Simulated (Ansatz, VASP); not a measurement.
**InSb3 in VASP and in Ansatz**

```
Sb In
1.0
     4.70825    0.00000    0.00000
     0.00000    4.70825    0.00000
     0.00000    0.00000    4.70825
Sb In
3 1
Direct
  0.50000 0.50000 0.00000
  0.00000 0.50000 0.50000
  0.50000 0.00000 0.50000
  0.00000 0.00000 0.00000
```

Alike in both runs: task single point; functional LDA; k mesh 6 × 6 × 6; occupations fermi-dirac, width 0.05 eV; no spin polarisation.

|  | VASP | Ansatz |
| --- | --- | --- |
| version | VASP 6.6.1 | Ansatz 0.2.0 |
| potentials or method | VASP PAW LDA potentials, release 64 (Sb, In_d) | Ansatz PAW |
| plane-wave cutoff (eV) | 520 | 420 |
| valence electrons in the cell | 28 | 58 |

|  | VASP | Ansatz | Ansatz less VASP |
| --- | --- | --- | --- |
| gap on the k mesh at the Fermi level (eV) | none | none | - |
| pressure (GPa) | -0.6 | -0.6 | -0.10 |

LDA's correlation is that of Perdew and Zunger in VASP and of Perdew and Wang (1992) in Ansatz. A gap of «none» marks a metal or a gap that the smearing closes. VASP's potentials hold 28 valence electrons a cell and Ansatz's 58, so a difference there can come from the potentials and not from the codes.

Neither program's run includes spin-orbit coupling.
